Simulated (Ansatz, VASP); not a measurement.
# Two plane-wave programs on Br

```
CELL_PARAMETERS angstrom
2.19059 -1.26474 3.58341
0.00000 2.52947 3.58341
-2.19059 -1.26474 3.58341
ATOMIC_POSITIONS crystal
Br 0.25000 0.25000 0.25000
Br 0.75000 0.75000 0.75000
```

Alike in both runs: functional PBE; k mesh 12 × 12 × 12; occupations fermi-dirac, width 0.05 eV; no spin polarisation.

Ansatz relaxed the structure, and its values are those at the end. VASP's run is a single point on that final structure, the one shown.

```csv
,VASP,Ansatz
version,VASP 6.6.1,Ansatz 0.2.0
potentials or method,"VASP PAW PBE potentials, release 64 (Br)","PAW with Ansatz's default frozen-core files, scalar-relativistic"
plane-wave cutoff (eV),520,420
valence electrons in the cell,14,14
```

```csv
,VASP,Ansatz,Ansatz less VASP
pressure (GPa),0.0,0.0,0.00
```

With one functional, cell and mesh, what is left measures potentials, basis and numerics.
